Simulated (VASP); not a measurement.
A run of VASP 6.6.1 is set up as follows.

INCAR

```
SYSTEM = PbSe
ALGO     = Normal         ! electronic algorithm
EDIFF    = 1E-6           ! SCF threshold, eV
ENCUT    = 520            ! plane-wave cutoff, eV
GGA      = PE             ! functional
ISIF     = 2              ! what is computed and relaxed
ISMEAR   = 0              ! smearing method
LASPH    = .True.         ! aspherical terms in the spheres
LCHARG   = .False.        ! write CHGCAR
LREAL    = .False.        ! projectors in reciprocal space
LWAVE    = .False.        ! write WAVECAR
NBANDS   = 17             ! bands
NELM     = 80             ! most SCF steps
PREC     = Accurate       ! precision mode
SIGMA    = 0.05           ! smearing width, eV
```

File KPOINTS:

```
k-points
0
Gamma
  10 10 10
  0 0 0
```

POSCAR

```
PbSe
1.0
    0.0000000000      3.0326308740      3.0326308740
    3.0326308740      0.0000000000      3.0326308740
    3.0326308740      3.0326308740      0.0000000000
Pb Se
1 1
Direct
    0.0000000000      0.0000000000      0.0000000000
    0.5000000000      0.5000000000      0.5000000000
```

Potentials or basis: VASP PAW PBE potentials, release 64 (Pb_d, Se).

Run with:

```sh
$ cat potpaw_PBE.64/Pb_d/POTCAR potpaw_PBE.64/Se/POTCAR > POTCAR
$ mpirun -np 1 vasp_std > vasp.out
```

**Question.** Estimate the pressure.

**Answer.** 4.1 GPa.

**Question.** Estimate the band gap on the k mesh.

**Answer.** 0.20 eV, direct.

Caveat: the cell differs from its parent crystal (strained); spin-orbit coupling is left out, which moves the levels of the heavy elements. A k mesh can miss the band edges.
